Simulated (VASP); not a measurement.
# Ta2WS6 (C2/m) in VASP: single point with PBE

Aim: the single point of Ta2WS6 with PBE.

All numbers are computed with VASP 6.6.1; they aren't measurements. Logs are shortened: lines on timing, memory, paths and dates and some standing lists are left out, and cuts for length are marked.

## 1. The cell of the first run

Symmetry: C2/m, No. 12, monoclinic system. Conventional cell: a = 11.774 Å, b = 3.268 Å, c = 9.960 Å, α = 90.00°, β = 115.68°, γ = 90.00°. Within 3.1 Å of S (site symmetry m) lie 1 W at 2.35 Å and 2 Ta at 2.49 Å. Within 3.1 Å of S (site symmetry m) lie 1 W at 2.33 Å and 2 Ta at 2.48 Å and 1 S at 2.99 Å. S (site symmetry m) has 3 Ta at 2.48 to 2.60 Å and 7 S at 2.99 to 3.27 Å within 3.3 Å. W (site symmetry 2/m) has 4 S at 2.33 to 2.35 Å within 3.1 Å. Ta (site symmetry m) has 7 S at 2.48 to 2.60 Å and 2 W at 3.23 Å and 2 Ta at 3.27 Å within 3.3 Å.

## 2. Single point, PBE

File INCAR:

```
  PREC = Accurate
  ENCUT = 500
  EDIFF = 1E-6
  ISMEAR = 0
  SIGMA = 0.1027
  LREAL = F
  LASPH = T
  NELM = 120
  ALGO = Normal
  ISIF = 2
  LWAVE = F
  LCHARG = T
  GGA = PE
  LELF = T
  LVHAR = T
  NBANDS = 46
  GGA_COMPAT = F
```

File KPOINTS:

```
Automatic mesh
0
Gamma
  6 6 6
```

File POSCAR:

```
Ta2WS6
1.0
    0.0000000000      3.2684550000      0.0000000000
    5.8871160000     -1.6342280000      0.0000000000
   -1.5709160000      1.6342280000     -8.9764150000
S W Ta
6 1 2
Direct
    0.0112900000      0.7815400000      0.7589600000
    0.9887100000      0.2184600000      0.2410400000
    0.7809600000      0.6891400000      0.1272200000
    0.2190400000      0.3108600000      0.8727800000
    0.3412700000      0.2224500000      0.5399100000
    0.6587300000      0.7775500000      0.4600900000
    0.0000000000      0.0000000000      0.0000000000
    0.3151400000      0.9239500000      0.2936700000
    0.6848600000      0.0760500000      0.7063300000
```

Potentials or basis: VASP PAW PBE potentials, release 64 (S, W_sv, Ta_pv).

Command:

```bash
$ cat potpaw_PBE.64/S/POTCAR potpaw_PBE.64/W_sv/POTCAR potpaw_PBE.64/Ta_pv/POTCAR > POTCAR
$ mpirun -np 1 vasp_std > vasp.out
```

OUTCAR:

```text
PREC = Accurate
   ENCUT = 500
   EDIFF = 1E-6
   ISMEAR = 0
   LREAL = F
   LASPH = T
   NELM = 120
   ISIF = 2
   GGA = PE

 ion  position               nearest neighbor table
   1  0.011  0.782  0.759-   7 2.35   9 2.49   9 2.49
   2  0.989  0.218  0.241-   7 2.35   8 2.49   8 2.49
   3  0.781  0.689  0.127-   7 2.33   8 2.48   8 2.48
   4  0.219  0.311  0.873-   7 2.33   9 2.48   9 2.48
   5  0.341  0.222  0.540-   9 2.48   9 2.48   8 2.60
   6  0.659  0.778  0.460-   8 2.48   8 2.48   9 2.60
   7  0.000  0.000  0.000-   3 2.33   4 2.33   1 2.35   2 2.35   9 3.23   8 3.23   9 3.23   8 3.23

   8  0.315  0.924  0.294-   3 2.48   3 2.48   6 2.48   6 2.48   2 2.49   2 2.49   5 2.60   7 3.23
                             7 3.23
   9  0.685  0.076  0.706-   4 2.48   4 2.48   5 2.48   5 2.48   1 2.49   1 2.49   6 2.60   7 3.23
                             7 3.23

  LATTYP: Found a base centered monoclinic cell.
 ALAT       =    11.7742320000
 B/A-ratio  =     0.2775939017
 C/A-ratio  =     0.8459321370
 COS(beta)  =    -0.4333446581

  Lattice vectors:

 A1 = (  -5.8871160000,  -1.6342270000,   0.0000000000)
 A2 = (  -5.8871160000,   1.6342280000,   0.0000000000)
 A3 = (   4.3162000000,   0.0000000000,  -8.9764150000)

Analysis of symmetry for initial positions (statically):
=====================================================================
 Subroutine PRICEL returns:
 Original cell was already a primitive cell.

 Routine SETGRP: Setting up the symmetry group for a
 base centered monoclinic supercell.

 Subroutine GETGRP returns: Found  4 space group operations
 (whereof  4 operations were pure point group operations)
 out of a pool of  4 trial point group operations.

The static configuration has the point symmetry C_2h.

Analysis of symmetry for dynamics (positions and initial velocities):
=====================================================================
 Subroutine PRICEL returns:
 Original cell was already a primitive cell.

 Routine SETGRP: Setting up the symmetry group for a
 base centered monoclinic supercell.

 Subroutine GETGRP returns: Found  4 space group operations
 (whereof  4 operations were pure point group operations)
 out of a pool of  4 trial point group operations.

The dynamic configuration has the point symmetry C_2h.

 Subroutine INISYM returns: Found  4 space group operations
 (whereof  4 operations are pure point group operations),
 and found     1 'primitive' translations

----------------------------------------------------------------------------------------

                                     Primitive cell

  volume of cell :     172.7221

  direct lattice vectors                    reciprocal lattice vectors
     0.000000000  3.268455000  0.000000000     0.084931255  0.305954954  0.040838161
     5.887116000 -1.634228000  0.000000000     0.169862459  0.000000000 -0.029726751
    -1.570916000  1.634228000 -8.976415000     0.000000000  0.000000000 -0.111403049

  length of vectors
     3.268455000  6.109732887  9.258212813     0.320139825  0.172444005  0.111403049

  position of ions in fractional coordinates (direct lattice)
     0.011290000  0.781540000  0.758960000
     0.988710000  0.218460000  0.241040000
     0.780960000  0.689140000  0.127220000
     0.219040000  0.310860000  0.872780000
     0.341270000  0.222450000  0.539910000
     0.658730000  0.777550000  0.460090000
     0.000000000  0.000000000  0.000000000
     0.315140000  0.923950000  0.293670000
     0.684860000  0.076050000  0.706330000

  ion indices of the primitive-cell ions
   primitive index   ion index
                 1           1
                 2           2
                 3           3
                 4           4
                 5           5
                 6           6
                 7           7
                 8           8
                 9           9

----------------------------------------------------------------------------------------

 KPOINTS: Automatic mesh

Automatic generation of k-mesh.
 Grid dimensions read from file:
 generate k-points for:    6    6    6

 Generating k-lattice:

  Cartesian coordinates                     Fractional coordinates (reciprocal lattice)
     0.014155209  0.050992492  0.006806360     0.166666667  0.000000000 -0.000000000
     0.028310410  0.000000000 -0.004954459     0.000000000  0.166666667  0.000000000
     0.000000000  0.000000000 -0.018567175     0.000000000  0.000000000  0.166666667

  Length of vectors
     0.053356638  0.028740667  0.018567175

  Shift w.r.t. Gamma in fractional coordinates (k-lattice)
     0.000000000  0.000000000  0.000000000

 Subroutine IBZKPT returns following result:
 ===========================================

 Found     68 irreducible k-points:

 Following reciprocal coordinates:
            Coordinates               Weight
  0.000000  0.000000  0.000000      1.000000
  0.166667  0.000000  0.000000      4.000000
  0.333333  0.000000  0.000000      4.000000
  0.500000  0.000000  0.000000      2.000000
  0.000000  0.166667 -0.000000      2.000000
  0.166667  0.166667  0.000000      4.000000
[... 16 lines left out ...]
  0.500000  0.000000  0.166667      4.000000
 -0.333333 -0.000000  0.166667      4.000000
 [... further k-points ...]
   k-points           NKPTS =     68   k-points in BZ     NKDIM =     68   number of bands    NBANDS=     46
   number of dos      NEDOS =    301   number of ions     NIONS =      9
   total plane-waves  NPLWV =  80640
   dimension x,y,z NGX =    24 NGY =   48 NGZ =   70
   dimension x,y,z NGXF=    48 NGYF=   96 NGZF=  140
   ions per type =               6   1   2
   NGX,Y,Z   is equivalent  to a cutoff of  12.21, 13.06, 12.57 a.u.
   NGXF,Y,Z  is equivalent  to a cutoff of  24.41, 26.12, 25.14 a.u.
 SYSTEM =  unknown system
   PREC   = accura    normal or accurate (medium, high low for compatibility)
   ISTART =      0    job   : 0-new  1-cont  2-samecut
   ICHARG =      2    charge: 1-file 2-atom 10-const
   ISPIN  =      1    spin polarized calculation?
   LNONCOLLINEAR =      F non collinear calculations
   LSORBIT =      F    spin-orbit coupling
   LASPH  =      T    aspherical Exc in radial PAW
   ENCUT  =  500.0 eV  36.75 Ry    6.06 a.u.   5.96 11.14 16.88*2*pi/ulx,y,z
   NELM   =    120;   NELMIN=  2; NELMDL= -5     # of ELM steps
   EDIFF  = 0.1E-05   stopping-criterion for ELM
   LREAL  =      F    real-space projection
   EDIFFG = 0.1E-04   stopping-criterion for IOM
   NSW    =      0    number of steps for IOM
   IBRION =     -1    ionic relax: 0-MD 1-quasi-New 2-CG
   NFREE  =      0    steps in history (QN), initial steepest desc. (CG)
   ISIF   =      2    stress and relaxation
   ISYM   =      2    0-nonsym 1-usesym 2-fastsym
   POTIM  = 0.5000    time-step for ionic-motion
   TEBEG  =    0.0;   TEEND  =   0.0 temperature during run
   PSTRESS=    0.0 pullay stress
   NELECT =      72.0000    total number of electrons
   NUPDOWN=      -1.0000    fix difference up-down
   EMIN   =  10.00;   EMAX   =-10.00  energy-range for DOS
   EFERMI =   0.00;   METHOD = LEGACY
   ISMEAR =     0;   SIGMA  =   0.10  broadening in eV -4-tet -1-fermi 0-gaus
   EFERMI_NEDOS =   21; number of points for ismear=-14 and -15
   IALGO  =     38    algorithm
   IMIX   =      4    mixing-type and parameters
     AMIX     =   0.40;   BMIX     =  1.00
     AMIX_MAG =   1.60;   BMIX_MAG =  1.00
  volume/ion in A,a.u.               =      19.19       129.51
  Fermi-wavevector in a.u.,A,eV,Ry     =   1.222934  2.311010 20.348429  1.495567
  Thomas-Fermi vector in A             =   2.358063
   LORBIT       =      0    0 simple, 1 ext, 2 COOP (PROOUT), +10 PAW based schemes
   GGA     = PE    functional components
   LHFCALC =     F    Hartree Fock is set to
   AEXX    =    0.0000 exact exchange contribution
   IVDW    =     0    specifies the selected vdW correction
   LEPSILON=     F    determine dielectric tensor
   LRPA    =     F    only Hartree local field effects (RPA)
 non-spin polarized calculation
 Gauss-broadening in eV      SIGMA  =   0.10
  energy-cutoff  :      500.00
  volume of cell :      172.72
 maximum number of plane-waves:      4418
   NGX = 11   NGY = 23   NGZ = 33

 number of electron      72.0000003 magnetization

 Free energy of the ion-electron system (eV)
  ---------------------------------------------------
  ext. energy  EPLUGINS =         0.00000000
  ---------------------------------------------------
  free energy    TOTEN  =       -67.53994486 eV

  energy without entropy =      -67.51031588  energy(sigma->0) =      -67.52513037

 E-fermi :   5.4654     XC(G=0): -10.5278

 val. band max:        5.4639913702   @ k =  -0.1667  -0.1667   0.1667
 cond. band min:       5.4744801371   @ k =   0.5000   0.3333   0.0000
 fundamental gap:      0.0104887669
 Fermi energy:         5.4653856301

 k-point     1 :       0.0000    0.0000    0.0000
  band No.  band energies     occupation
      1     -68.9876      2.00000
      2     -33.3411      2.00000
      3     -33.2706      2.00000
      4     -32.9266      2.00000
      5     -29.4935      2.00000
      6     -29.4911      2.00000
[... 38 lines left out ...]
     45       9.2415      0.00000
     46       9.3460      0.00000

 k-point     2 :       0.1667    0.0000    0.0000
  band No.  band energies     occupation
      1     -68.9864      2.00000
      2     -33.3375      2.00000
      3     -33.2672      2.00000
      4     -32.9620      2.00000
      5     -29.5010      2.00000
      6     -29.4988      2.00000
[... 38 lines left out ...]
     45       9.0272      0.00000
     46       9.1144      0.00000

 k-point     3 :       0.3333    0.0000    0.0000
  band No.  band energies     occupation
      1     -68.9840      2.00000
      2     -33.3302      2.00000
      3     -33.2605      2.00000
      4     -33.0322      2.00000
      5     -29.6323      2.00000
      6     -29.6302      2.00000
[... 38 lines left out ...]
     45       9.2883      0.00000
     46       9.4540      0.00000

 k-point     4 :       0.5000    0.0000    0.0000
  band No.  band energies     occupation
      1     -68.9827      2.00000
      2     -33.3266      2.00000
      3     -33.2571      2.00000
      4     -33.0669      2.00000
      5     -29.6973      2.00000
      6     -29.6941      2.00000
[... 920 lines left out ...]
     45       9.2307      0.00000
     46       9.4873      0.00000

 k-point    23 :       0.5000    0.0000    0.1667
  band No.  band energies     occupation
      1     -68.9827      2.00000
      2     -33.3266      2.00000
      3     -33.2571      2.00000
      4     -33.0669      2.00000
      5     -29.6973      2.00000
      6     -29.6941      2.00000
[... 38 lines left out ...]
     45       9.4228      0.00000
     46       9.8069      0.00000

 k-point    24 :      -0.3333   -0.0000    0.1667
  band No.  band energies     occupation
      1     -68.9840      2.00000
      2     -33.3302      2.00000
      3     -33.2605      2.00000
      4     -33.0322      2.00000
      5     -29.6329      2.00000
      6     -29.6296      2.00000
[... 38 lines left out ...]
     45       9.2361      0.00000
     46       9.6254      0.00000

 [... further k-points ...]
[... 5 lines left out ...]
  --------------------------------------------------------------------------------------
  -------------------------------------------------------------------------------------
  Total        9.4611242      0.5168689      2.5199815     -0.0000008      0.0000000     -1.2600179
  in kB       87.7617553      4.7944960     23.3754460     -0.0000070      0.0000000    -11.6879754
  external PRESSURE =      38.6438991 kB  Pullay stress =       0.0000000 kB

 VOLUME and BASIS-vectors are now :
 -----------------------------------------------------------------------------
  energy-cutoff  :      500.00
  volume of cell :      172.72
      direct lattice vectors                 reciprocal lattice vectors
     0.000000000  3.268455000  0.000000000     0.084931255  0.305954954  0.040838161
     5.887116000 -1.634228000  0.000000000     0.169862459  0.000000000 -0.029726751
    -1.570916000  1.634228000 -8.976415000     0.000000000  0.000000000 -0.111403049

 POSITION                                       TOTAL-FORCE (eV/Angst)
 -----------------------------------------------------------------------------------
      3.40875     -0.00000     -6.81274        -0.868557      0.000000      0.348008
      0.90745      3.26846     -2.16368         0.868557     -0.000000     -0.348008
      3.85720      1.63423     -1.14198        -1.169074      0.000000      0.077922
      0.45900      1.63423     -7.83444         1.169074     -0.000000     -0.077922
      0.46144      1.63423     -4.84646         0.099667     -0.000000     -0.110814
      3.85476      1.63423     -4.12996        -0.099667      0.000000      0.110814
      0.00000      0.00000      0.00000        -0.000000      0.000000      0.000000
      4.97807     -0.00000     -2.63610         0.406169     -0.000000     -0.154423
     -0.66187      3.26846     -6.34031        -0.406169      0.000000      0.154423
 -----------------------------------------------------------------------------------
    total drift:                               -0.000000     -0.000000      0.000000

  FREE ENERGIE OF THE ION-ELECTRON SYSTEM (eV)
  ---------------------------------------------------
  free  energy   TOTEN  =       -67.5399448649 eV

  energy  without entropy=      -67.5103158801  energy(sigma->0) =      -67.52513037
```

It took 6.6 min on 1 thread of Intel Xeon Platinum 8488C (Sapphire Rapids), shared host; peak memory 0.55 GiB.

What came out:

```yaml
Free_energy: -67.5399 eV
Pressure: 3.9 GPa
Largest_force: 1.172 eV/Å
Band_gap_on_the_k_mesh: zero (band 36 reaches 5.68 eV, above the bottom of band 37 at 5.36 eV)
```

Forces in eV/Å, atoms in the order of the input:
```
S   -0.869  0.000  0.348
S    0.869  0.000 -0.348
S   -1.169  0.000  0.078
S    1.169  0.000 -0.078
S    0.100  0.000 -0.111
S   -0.100  0.000  0.111
W    0.000  0.000  0.000
Ta   0.406  0.000 -0.154
Ta  -0.406  0.000  0.154
```

Stress tensor (GPa, compression positive):
```
 8.78  0.00 -1.17
 0.00  0.48  0.00
-1.17  0.00  2.34
```

Caveat: spin-orbit coupling is left out, which moves the levels of the heavy elements; forces of over 1 eV/Å act on the atoms, so gaps and moduli don't describe the material at rest.
